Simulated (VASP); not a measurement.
Input of a VASP 6.6.1 run:

INCAR

```
ALGO = Normal
EDIFF = 1E-7
ENCUT = 520
GGA = PE
ISIF = 2
ISMEAR = 0
IVDW = 12
LASPH = True
LCHARG = False
LREAL = False
LWAVE = False
NBANDS = 26
NELM = 100
PREC = Accurate
SIGMA = 0.02
```

File KPOINTS:

```
k-points
0
Gamma
  6 6 6
```

File POSCAR:

```
AlN
1.0
   -3.0915575766     -1.7849115991      2.5241694073
    3.0915575766     -1.7849115991      2.5241694073
    0.0000000000      3.5698231981      2.5241694073
Al N
4 4
Direct
    1.0412262265      1.0412262265      1.0412262265
    0.5412262265      0.5412262265      1.0412262265
    0.5412262265      1.0412262265      0.5412262265
    1.0412262265      0.5412262265      0.5412262265
    0.2912067735      0.2912067735      0.2912067735
    0.7912067735      0.7912067735      0.2912067735
    0.7912067735      0.2912067735      0.7912067735
    0.2912067735      0.7912067735      0.7912067735
```

Potentials or basis: VASP PAW PBE potentials, release 64 (Al, N).

The run is started by

```sh
$ cat potpaw_PBE.64/Al/POTCAR potpaw_PBE.64/N/POTCAR > POTCAR
$ mpirun -np 1 vasp_std > vasp.out
```

**Question.** Predict the pressure.

**Answer.** -0.2 GPa.

**Question.** Predict the band gap on the k mesh.

**Answer.** 3.32 eV.

**Question.** Estimate the dispersion energy per atom.

**Answer.** -0.269 eV.

Forces on the atoms (eV/Å):
```
Al   0.000  0.000 -0.002
Al   0.000  0.000 -0.002
Al   0.000  0.000 -0.002
Al   0.000  0.000 -0.002
N    0.000  0.000  0.002
N    0.000  0.000  0.002
N    0.000  0.000  0.002
N    0.000  0.000  0.002
```

A k mesh can miss the band edges.
